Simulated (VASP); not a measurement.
# Ta (Im-3m) in VASP: settings compared

Ta is run at these levels: LDA, PBEsol; tasks: electric field gradients, density of states.

All numbers are computed with VASP 6.6.1; they aren't measurements. Logs are shortened: lines on timing, memory, paths and dates and some standing lists are left out, and cuts for length are marked.

### Step 1. The cell of the first run

It takes space group Im-3m (No. 229, cubic). Conventional cell: a = 3.375 Å, b = 3.375 Å, c = 3.375 Å, α = 90.00°, β = 90.00°, γ = 90.00°. Ta (site symmetry m-3m) has 14 Ta at 2.92 to 3.37 Å within 3.8 Å.

### Step 2. Electric field gradients, LDA (volume scaled by 1.06)

INCAR

```
PREC = Accurate ; ENCUT = 520
EDIFF = 1E-8 ; ISMEAR = -1
SIGMA = 0.05 ; LREAL = False
LASPH = True ; NELM = 100
ALGO = Normal ; ISIF = 2
LWAVE = False ; LCHARG = False
LEFG = True ; NBANDS = 12
```

KPOINTS

```
regular mesh
0
Gamma
  14 14 14
```

POSCAR

```
Ta
1.0
   -1.6873856121      1.6873856121      1.6873856121
    1.6873856121     -1.6873856121      1.6873856121
    1.6873856121      1.6873856121     -1.6873856121
Ta
1
Direct
    0.0000000000      0.0000000000      0.0000000000
```

Potentials or basis: VASP PAW LDA potentials, release 64 (Ta_pv).

Command:

```bash
cat potpaw_LDA.64/Ta_pv/POTCAR > POTCAR
mpirun -np 1 vasp_std > vasp.out
```

OUTCAR:

```text
PREC = Accurate
   ENCUT = 520
   EDIFF = 1E-8
   ISMEAR = -1
   LREAL = False
   LASPH = True
   NELM = 100
   ISIF = 2

 ion  position               nearest neighbor table
   1  0.000  0.000  0.000-

  LATTYP: Found a body centered cubic cell.
 ALAT       =     3.3747712242

  Lattice vectors:

 A1 = (  -1.6873856121,   1.6873856121,   1.6873856121)
 A2 = (   1.6873856121,  -1.6873856121,   1.6873856121)
 A3 = (   1.6873856121,   1.6873856121,  -1.6873856121)

Analysis of symmetry for initial positions (statically):
=====================================================================
 Subroutine PRICEL returns:
 Original cell was already a primitive cell.

 Routine SETGRP: Setting up the symmetry group for a
 body centered cubic supercell.

 Subroutine GETGRP returns: Found 48 space group operations
 (whereof 48 operations were pure point group operations)
 out of a pool of 48 trial point group operations.

The static configuration has the point symmetry O_h .

Analysis of symmetry for dynamics (positions and initial velocities):
=====================================================================
 Subroutine PRICEL returns:
 Original cell was already a primitive cell.

 Routine SETGRP: Setting up the symmetry group for a
 body centered cubic supercell.

 Subroutine GETGRP returns: Found 48 space group operations
 (whereof 48 operations were pure point group operations)
 out of a pool of 48 trial point group operations.

The dynamic configuration has the point symmetry O_h .

 Subroutine INISYM returns: Found 48 space group operations
 (whereof 48 operations are pure point group operations),
 and found     1 'primitive' translations

----------------------------------------------------------------------------------------

                                     Primitive cell

  volume of cell :      19.2178

  direct lattice vectors                    reciprocal lattice vectors
    -1.687385612  1.687385612  1.687385612     0.000000000  0.296316382  0.296316382
     1.687385612 -1.687385612  1.687385612     0.296316382  0.000000000  0.296316382
     1.687385612  1.687385612 -1.687385612     0.296316382  0.296316382  0.000000000

  length of vectors
     2.922637612  2.922637612  2.922637612     0.419054646  0.419054646  0.419054646

  position of ions in fractional coordinates (direct lattice)
     0.000000000  0.000000000  0.000000000

  ion indices of the primitive-cell ions
   primitive index   ion index
                 1           1

----------------------------------------------------------------------------------------

 KPOINTS: regular mesh

Automatic generation of k-mesh.
 Grid dimensions read from file:
 generate k-points for:   14   14   14

 Generating k-lattice:

  Cartesian coordinates                     Fractional coordinates (reciprocal lattice)
     0.000000000  0.021165456  0.021165456     0.071428571  0.000000000  0.000000000
     0.021165456  0.000000000  0.021165456     0.000000000  0.071428571  0.000000000
     0.021165456  0.021165456  0.000000000     0.000000000  0.000000000  0.071428571

  Length of vectors
     0.029932475  0.029932475  0.029932475

  Shift w.r.t. Gamma in fractional coordinates (k-lattice)
     0.000000000  0.000000000  0.000000000

 Subroutine IBZKPT returns following result:
 ===========================================

 Found    104 irreducible k-points:

 Following reciprocal coordinates:
            Coordinates               Weight
  0.000000  0.000000  0.000000      1.000000
  0.071429  0.000000  0.000000     12.000000
  0.142857  0.000000  0.000000     12.000000
  0.214286  0.000000  0.000000     12.000000
  0.285714  0.000000  0.000000     12.000000
  0.357143  0.000000  0.000000     12.000000
[... 16 lines left out ...]
  0.285714  0.285714  0.000000     24.000000
  0.357143  0.285714  0.000000     24.000000
 [... further k-points ...]
   k-points           NKPTS =    104   k-points in BZ     NKDIM =    104   number of bands    NBANDS=     12
   number of dos      NEDOS =    301   number of ions     NIONS =      1
   total plane-waves  NPLWV =  13824
   dimension x,y,z NGX =    24 NGY =   24 NGZ =   24
   dimension x,y,z NGXF=    48 NGYF=   48 NGZF=   48
   ions per type =               1
   NGX,Y,Z   is equivalent  to a cutoff of  13.65, 13.65, 13.65 a.u.
   NGXF,Y,Z  is equivalent  to a cutoff of  27.30, 27.30, 27.30 a.u.
 SYSTEM =  unknown system
   PREC   = accura    normal or accurate (medium, high low for compatibility)
   ISTART =      0    job   : 0-new  1-cont  2-samecut
   ICHARG =      2    charge: 1-file 2-atom 10-const
   ISPIN  =      1    spin polarized calculation?
   LNONCOLLINEAR =      F non collinear calculations
   LSORBIT =      F    spin-orbit coupling
   LASPH  =      T    aspherical Exc in radial PAW
   ENCUT  =  520.0 eV  38.22 Ry    6.18 a.u.   5.43  5.43  5.43*2*pi/ulx,y,z
   NELM   =    100;   NELMIN=  2; NELMDL= -5     # of ELM steps
   EDIFF  = 0.1E-07   stopping-criterion for ELM
   LREAL  =      F    real-space projection
   EDIFFG = 0.1E-06   stopping-criterion for IOM
   NSW    =      0    number of steps for IOM
   IBRION =     -1    ionic relax: 0-MD 1-quasi-New 2-CG
   NFREE  =      0    steps in history (QN), initial steepest desc. (CG)
   ISIF   =      2    stress and relaxation
   ISYM   =      2    0-nonsym 1-usesym 2-fastsym
   POTIM  = 0.5000    time-step for ionic-motion
   TEBEG  =    0.0;   TEEND  =   0.0 temperature during run
   PSTRESS=    0.0 pullay stress
   NELECT =      11.0000    total number of electrons
   NUPDOWN=      -1.0000    fix difference up-down
   EMIN   =  10.00;   EMAX   =-10.00  energy-range for DOS
   EFERMI =   0.00;   METHOD = LEGACY
   ISMEAR =    -1;   SIGMA  =   0.05  broadening in eV -4-tet -1-fermi 0-gaus
   EFERMI_NEDOS =   21; number of points for ismear=-14 and -15
   IALGO  =     38    algorithm
   IMIX   =      4    mixing-type and parameters
     AMIX     =   0.40;   BMIX     =  1.00
     AMIX_MAG =   1.60;   BMIX_MAG =  1.00
  volume/ion in A,a.u.               =      19.22       129.69
  Fermi-wavevector in a.u.,A,eV,Ry     =   1.359267  2.568642 25.138210  1.847606
  Thomas-Fermi vector in A             =   2.486029
   LORBIT       =      0    0 simple, 1 ext, 2 COOP (PROOUT), +10 PAW based schemes
   GGA     = CA    functional components
   LHFCALC =     F    Hartree Fock is set to
   AEXX    =    0.0000 exact exchange contribution
   IVDW    =     0    specifies the selected vdW correction
   LEPSILON=     F    determine dielectric tensor
   LRPA    =     F    only Hartree local field effects (RPA)
 non-spin polarized calculation
  energy-cutoff  :      520.00
  volume of cell :       19.22
 maximum number of plane-waves:       537
 NGX is ok and might be reduce to    24
   NGX = 11   NGY = 11   NGZ = 11

 number of electron      10.9999998 magnetization

 Free energy of the ion-electron system (eV)
  ---------------------------------------------------
  ext. energy  EPLUGINS =         0.00000000
  ---------------------------------------------------
  free energy    TOTEN  =       -12.71436599 eV

  energy without entropy =      -12.70548740  energy(sigma->0) =      -12.70992670

 E-fermi :   4.8779     XC(G=0): -12.4704

 val. band max:        4.8653507877   @ k =   0.3571   0.1429   0.1429
 cond. band min:       4.8984052150   @ k =   0.0714   0.0714   0.0714
 fundamental gap:      0.0330544273
 Fermi energy:         4.8779027667

 k-point     1 :       0.0000    0.0000    0.0000
  band No.  band energies     occupation
      1     -28.2773      2.00000
      2     -28.2773      2.00000
      3     -28.2773      2.00000
      4      -2.7181      2.00000
      5       5.5393      0.00000
      6       5.5393      0.00000
      7       5.5393      0.00000
      8       8.5677      0.00000
      9       8.5677      0.00000
     10      18.3391      0.00000
     11      19.6534      0.00000
     12      19.6534      0.00000

 k-point     2 :       0.0714    0.0000    0.0000
  band No.  band energies     occupation
      1     -28.3287      2.00000
      2     -28.2934      2.00000
      3     -28.2775      2.00000
      4      -2.5066      2.00000
      5       5.4071      0.00005
      6       5.5013      0.00001
      7       5.7449      0.00000
      8       8.3640      0.00000
      9       8.5701      0.00000
     10      18.3389      0.00000
     11      19.8337      0.00000
     12      20.0233      0.00000
[... 316 lines left out ...]
 k-point    24 :       0.3571    0.2857    0.0000
  band No.  band energies     occupation
      1     -29.0177      2.00000
      2     -28.8704      2.00000
      3     -28.3981      2.00000
      4       2.4929      2.00000
      5       3.7151      2.00000
      6       4.2121      2.00000
      7       8.7478      0.00000
      8       9.2634      0.00000
      9      13.0301      0.00000
     10      15.1754      0.00000
     11      16.9182      0.00000
     12      18.3431      0.00000

 [... further k-points ...]
[... 5 lines left out ...]
  --------------------------------------------------------------------------------------
  -------------------------------------------------------------------------------------
  Total       -2.2802833     -2.2802833     -2.2802833      0.0000000      0.0000000     -0.0000000
  in kB     -190.1062398   -190.1062398   -190.1062398      0.0000000      0.0000000     -0.0000000
  external PRESSURE =    -190.1062398 kB  Pullay stress =       0.0000000 kB

 VOLUME and BASIS-vectors are now :
 -----------------------------------------------------------------------------
  energy-cutoff  :      520.00
  volume of cell :       19.22
      direct lattice vectors                 reciprocal lattice vectors
    -1.687385612  1.687385612  1.687385612     0.000000000  0.296316382  0.296316382
     1.687385612 -1.687385612  1.687385612     0.296316382  0.000000000  0.296316382
     1.687385612  1.687385612 -1.687385612     0.296316382  0.296316382  0.000000000

 POSITION                                       TOTAL-FORCE (eV/Angst)
 -----------------------------------------------------------------------------------
      0.00000      0.00000      0.00000         0.000000      0.000000      0.000000
 -----------------------------------------------------------------------------------
    total drift:                                0.000000      0.000000     -0.000000

  FREE ENERGIE OF THE ION-ELECTRON SYSTEM (eV)
  ---------------------------------------------------
  free  energy   TOTEN  =       -12.7143659914 eV

  energy  without entropy=      -12.7054874043  energy(sigma->0) =      -12.70992670

 Electric field gradients (V/A^2)
---------------------------------------------------------------------
 ion       V_xx      V_yy      V_zz      V_xy      V_xz      V_yz
---------------------------------------------------------------------
   1       0.000    -0.000     0.000     0.000     0.000     0.000
---------------------------------------------------------------------

 Electric field gradients after diagonalization (V/A^2)
 (convention: |V_zz| > |V_xx| > |V_yy|)
----------------------------------------------------------------------
 ion       V_xx      V_yy      V_zz     asymmetry (V_yy - V_xx)/ V_zz
----------------------------------------------------------------------
   1      -0.000    -0.000     0.001       0.000
----------------------------------------------------------------------

           NMR quadrupolar parameters

 Cq : quadrupolar parameter    Cq=e*Q*V_zz/h
 eta: asymmetry parameters     (V_yy - V_xx)/ V_zz
 Q  : nuclear electric quadrupole moment in mb (millibarn)
----------------------------------------------------------------------
 ion       Cq(MHz)       eta       Q (mb)
----------------------------------------------------------------------
   1       0.000       0.000       1.000
----------------------------------------------------------------------
```

It took 6.8 s on 1 thread of Intel Xeon 6975P-C (Granite Rapids), shared host; peak memory 0.14 GiB.

What came out:

- Free energy: -12.7144 eV
- Pressure: -19.0 GPa

Caveat: the cell differs from its parent crystal (volume scaled by 1.06); without QUAD_EFG the Cq values of the log hold for a quadrupole moment of 1 mb, not for the nuclei; spin-orbit coupling is left out, which moves the levels of the heavy elements.

### Step 3. Electric field gradients, LDA (volume scaled by 1.06)

INCAR

```
SYSTEM = Ta
ALGO = Normal ; EDIFF = 1E-8
ENCUT = 520 ; ISIF = 2
ISMEAR = -1 ; LASPH = .True.
LCHARG = .False. ; LEFG = .True.
LREAL = .False. ; LWAVE = .False.
NBANDS = 12 ; NELM = 60
PREC = Accurate ; SIGMA = 0.05
```

KPOINTS

```
k-points
0
Gamma
  14 14 14
  0 0 0
```

POSCAR is that of step 2.

Potentials or basis: VASP PAW LDA potentials, release 64 (Ta_pv).

Command:

```bash
cat potpaw_LDA.64/Ta_pv/POTCAR > POTCAR
mpirun -np 1 vasp_std > vasp.out
```

OUTCAR:

```text
SYSTEM = Ta
   EDIFF = 1E-8
   ENCUT = 520
   ISIF = 2
   ISMEAR = -1
   LASPH = .True.
   LREAL = .False.
   NELM = 60
   PREC = Accurate

 ion  position               nearest neighbor table
   1  0.000  0.000  0.000-

  LATTYP: Found a body centered cubic cell.
 ALAT       =     3.3747712242

  Lattice vectors:

 A1 = (  -1.6873856121,   1.6873856121,   1.6873856121)
 A2 = (   1.6873856121,  -1.6873856121,   1.6873856121)
 A3 = (   1.6873856121,   1.6873856121,  -1.6873856121)

Analysis of symmetry for initial positions (statically):
=====================================================================
 Subroutine PRICEL returns:
 Original cell was already a primitive cell.

 Routine SETGRP: Setting up the symmetry group for a
 body centered cubic supercell.

 Subroutine GETGRP returns: Found 48 space group operations
 (whereof 48 operations were pure point group operations)
 out of a pool of 48 trial point group operations.

The static configuration has the point symmetry O_h .

Analysis of symmetry for dynamics (positions and initial velocities):
=====================================================================
 Subroutine PRICEL returns:
 Original cell was already a primitive cell.

 Routine SETGRP: Setting up the symmetry group for a
 body centered cubic supercell.

 Subroutine GETGRP returns: Found 48 space group operations
 (whereof 48 operations were pure point group operations)
 out of a pool of 48 trial point group operations.

The dynamic configuration has the point symmetry O_h .

 Subroutine INISYM returns: Found 48 space group operations
 (whereof 48 operations are pure point group operations),
[... 152 lines left out ...]
      2     -28.2773      2.00000
      3     -28.2773      2.00000
      4      -2.7181      2.00000
      5       5.5393      0.00000
      6       5.5393      0.00000
      7       5.5393      0.00000
      8       8.5677      0.00000
      9       8.5677      0.00000
     10      18.3391      0.00000
     11      19.6534      0.00000
     12      19.6534      0.00000
[... 331 lines left out ...]
 k-point    24 :       0.3571    0.2857    0.0000
  band No.  band energies     occupation
      1     -29.0177      2.00000
      2     -28.8704      2.00000
      3     -28.3981      2.00000
      4       2.4929      2.00000
      5       3.7151      2.00000
      6       4.2121      2.00000
      7       8.7478      0.00000
      8       9.2634      0.00000
      9      13.0301      0.00000
     10      15.1754      0.00000
     11      16.9182      0.00000
     12      18.3431      0.00000

 [... further k-points ...]
[... 5 lines left out ...]
  --------------------------------------------------------------------------------------
  -------------------------------------------------------------------------------------
  Total       -2.2802833     -2.2802833     -2.2802833      0.0000000      0.0000000     -0.0000000
  in kB     -190.1062398   -190.1062398   -190.1062398      0.0000000      0.0000000     -0.0000000
  external PRESSURE =    -190.1062398 kB  Pullay stress =       0.0000000 kB

 VOLUME and BASIS-vectors are now :
 -----------------------------------------------------------------------------
  energy-cutoff  :      520.00
  volume of cell :       19.22
      direct lattice vectors                 reciprocal lattice vectors
    -1.687385612  1.687385612  1.687385612     0.000000000  0.296316382  0.296316382
     1.687385612 -1.687385612  1.687385612     0.296316382  0.000000000  0.296316382
     1.687385612  1.687385612 -1.687385612     0.296316382  0.296316382  0.000000000

 POSITION                                       TOTAL-FORCE (eV/Angst)
 -----------------------------------------------------------------------------------
      0.00000      0.00000      0.00000         0.000000      0.000000      0.000000
 -----------------------------------------------------------------------------------
    total drift:                                0.000000      0.000000     -0.000000

  FREE ENERGIE OF THE ION-ELECTRON SYSTEM (eV)
  ---------------------------------------------------
  free  energy   TOTEN  =       -12.7143659914 eV

  energy  without entropy=      -12.7054874043  energy(sigma->0) =      -12.70992670

 Electric field gradients (V/A^2)
---------------------------------------------------------------------
 ion       V_xx      V_yy      V_zz      V_xy      V_xz      V_yz
---------------------------------------------------------------------
   1       0.000    -0.000     0.000     0.000     0.000     0.000
---------------------------------------------------------------------

 Electric field gradients after diagonalization (V/A^2)
 (convention: |V_zz| > |V_xx| > |V_yy|)
----------------------------------------------------------------------
 ion       V_xx      V_yy      V_zz     asymmetry (V_yy - V_xx)/ V_zz
----------------------------------------------------------------------
   1      -0.000    -0.000     0.001       0.000
----------------------------------------------------------------------

           NMR quadrupolar parameters

 Cq : quadrupolar parameter    Cq=e*Q*V_zz/h
 eta: asymmetry parameters     (V_yy - V_xx)/ V_zz
 Q  : nuclear electric quadrupole moment in mb (millibarn)
----------------------------------------------------------------------
 ion       Cq(MHz)       eta       Q (mb)
----------------------------------------------------------------------
   1       0.000       0.000       1.000
----------------------------------------------------------------------
```

stdout:

```text
POSCAR found type information on POSCAR Ta
 POSCAR found :  1 types and       1 ions
 scaLAPACK will be used
 LDA part: xc-table for (Slater(with rela. corr.)+CA(PZ))
 , standard interpolation
 POSCAR, INCAR and KPOINTS ok, starting setup
 FFT: planning ... GRIDC
 FFT: planning ... GRID_SOFT
 FFT: planning ... GRID
 WAVECAR not read
 entering main loop
ion   1
```

Wall time 6.6 s (1 thread of Intel Xeon 6975P-C (Granite Rapids), shared host); peak memory 0.14 GiB.

What came out:

* Free energy: -12.7144 eV
* Pressure: -19.0 GPa

Caveat: the cell differs from its parent crystal (volume scaled by 1.06); without QUAD_EFG the Cq values of the log hold for a quadrupole moment of 1 mb, not for the nuclei; spin-orbit coupling is left out, which moves the levels of the heavy elements.

### Step 4. Density of states, LDA

This run uses another cell than the first one, of 18.13 Å³/atom, 0.943 times its volume.

POSCAR

```
Ta
1.0
   -1.6549278069      1.6549278069      1.6549278069
    1.6549278069     -1.6549278069      1.6549278069
    1.6549278069      1.6549278069     -1.6549278069
Ta
1
Direct
    0.0000000000      0.0000000000      0.0000000000
```

INCAR.step1

```
SYSTEM = Ta
ALGO = Normal
EDIFF = 1E-6
ENCUT = 520
ISIF = 2
ISMEAR = -1
LASPH = .True.
LCHARG = .True.
LMAXMIX = 4
LREAL = .False.
LWAVE = .False.
NBANDS = 12
NELM = 80
PREC = Accurate
SIGMA = 0.05
```

KPOINTS.step1

```
k-points
0
Gamma
  14 14 14
  0 0 0
```

INCAR.step2

```
SYSTEM = Ta
ALGO = Normal
EDIFF = 1E-6
ENCUT = 520
ICHARG = 11
ISIF = 2
ISMEAR = -5
LASPH = .True.
LCHARG = .False.
LMAXMIX = 4
LORBIT = 11
LREAL = .False.
LWAVE = .False.
NEDOS = 2001
NELM = 80
PREC = Accurate
SIGMA = 0.05
```

KPOINTS.step2

```
k-points
0
Gamma
  21 21 21
  0 0 0
```

Command:

```bash
cat potpaw_LDA.64/Ta_pv/POTCAR > POTCAR
cp INCAR.step1 INCAR
cp KPOINTS.step1 KPOINTS
mpirun -np 1 vasp_std > vasp.out
cp INCAR.step2 INCAR
cp KPOINTS.step2 KPOINTS
mpirun -np 1 vasp_std > vasp.out
```

Wall time 15 s (1 thread of Intel Xeon 6975P-C (Granite Rapids), shared host); peak memory 0.18 GiB.

Results (log left out):

| Property | Result |
| --- | --- |
| Valence electrons inside the program's atomic spheres | Ta 8.94 |

Levels at points of the mesh, in eV from the Fermi level:
```
           k point  band 2  band 3  band 4  band 5  band 6  band 7  band 8  band 9
(0.00, 0.00, 0.00)  -32.92  -32.92   -7.80    0.68    0.68    0.68    3.92    3.92
```

Caveat: spin-orbit coupling is left out, which moves the levels of the heavy elements; tetrahedron occupations give inexact forces and stress in metals.

(Continued in part 2 of 2.)
